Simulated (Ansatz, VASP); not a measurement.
MgS in VASP and in Ansatz

File INCAR:

```
ALGO     = Normal         # electronic algorithm
EDIFF    = 1E-6           # SCF threshold, eV
ENCUT    = 520            # plane-wave cutoff, eV
GGA      = PS             # functional
ISIF     = 2              # what is computed and relaxed
ISMEAR   = -1             # smearing method
LASPH    = T              # aspherical terms in the spheres
LCHARG   = F              # write CHGCAR
LREAL    = F              # projectors in reciprocal space
LWAVE    = F              # write WAVECAR
NBANDS   = 11             # bands
NELM     = 60             # most SCF steps
PREC     = Accurate       # precision mode
SIGMA    = 0.03           # smearing width, eV
```

Contents of KPOINTS:

```
k-points
0
Gamma
  10 10 10
```

Contents of POSCAR:

```
MgS
1.0
    0.0000000000      2.6188799723      2.6188799723
    2.6188799723      0.0000000000      2.6188799723
    2.6188799723      2.6188799723      0.0000000000
Mg S
1 1
Direct
    0.0000000000      0.0000000000      0.0000000000
    0.5000000000      0.5000000000      0.5000000000
```

Input for Ansatz:

```yaml
crystal:
  lattice:
    - [0.0, 2.6188799723, 2.6188799723]
    - [2.6188799723, 0.0, 2.6188799723]
    - [2.6188799723, 2.6188799723, 0.0]
  atoms:
    - { symbol: Mg, position: [0.0, 0.0, 0.0] }
    - { symbol: S, position: [0.5, 0.5, 0.5] }
kpoints:
  mp_grid: { grid: [10, 10, 10] }
  band_path:
    path:
      - [0.0, 0.0, 0.0]
      - [0.5, 0.0, 0.5]
      - [0.625, 0.25, 0.625]
      - [0.375, 0.375, 0.75]
      - [0.0, 0.0, 0.0]
      - [0.5, 0.5, 0.5]
      - [0.5, 0.25, 0.75]
      - [0.5, 0.0, 0.5]
    npoints: 5
scf:
  occupations: { method: fermi_dirac, width: 0.03 }
hamiltonian:
  xc: pbesol
  pseudopotentials: { kind: all_electron, lapw: { basis_error: 0.00025 } }
output:
  forces: true
  stress: true
  eigenvalues: true
```

Change from the starting cell: volume scaled by 1.02.

Alike in both runs: task single point; functional PBEsol; k mesh 10 × 10 × 10; occupations fermi-dirac, width 0.03 eV; no spin polarisation.

```csv
,VASP,Ansatz
version,VASP 6.6.1,Ansatz 0.2.0
potentials or method,"VASP PAW PBE potentials, release 64 (Mg, S), cutoff 520 eV","all-electron LAPW, scalar-relativistic"
```

Ansatz gave:

- gap on the k mesh at the Fermi level (eV): 2.66
- pressure (GPa): -2.4

Problem. Estimate VASP's values.

Solution. gap on the k mesh at the Fermi level (eV): 2.66; pressure (GPa): -2.6.

VASP's potentials were made for PBE, not for PBEsol. Ansatz ran all-electron here, and VASP with PAW potentials.
